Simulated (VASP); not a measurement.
Here is a VASP 6.6.1 calculation.

The input INCAR:

```
  ALGO = Normal
  EDIFF = 1E-6
  ENCUT = 520
  GGA = PE
  ISIF = 2
  ISMEAR = 0
  LASPH = T
  LCHARG = F
  LREAL = F
  LWAVE = F
  NBANDS = 18
  NELM = 60
  PREC = Accurate
  SIGMA = 0.1
```

The input KPOINTS:

```
k-points
0
Gamma
  8 8 10
```

File POSCAR:

```
Al3O2
1.0
    4.7997625929      0.0000000000      0.0000000000
    0.0000000000      4.7997625929      0.0000000000
    0.0000000000      0.0000000000      3.6712666334
Al O
3 2
Direct
    0.0000000000      0.5000000000      0.0000000000
    0.5000000000      0.0000000000      0.0000000000
    0.0000000000      0.0000000000      0.0000000000
    0.5000000000      0.5000000000      0.5000000000
    0.5000000000      0.5000000000      0.0000000000
```

Potentials or basis: VASP PAW PBE potentials, release 64 (Al, O).

Run with:

```console
$ cat potpaw_PBE.64/Al/POTCAR potpaw_PBE.64/O/POTCAR > POTCAR
$ mpirun -np 1 vasp_std > vasp.out
```

(1) Predict the pressure.

## Answers

(1) -0.1 GPa.

Caveat: an odd number of electrons without spin polarisation forces a metal; a magnetic or distorted state may lie lower.
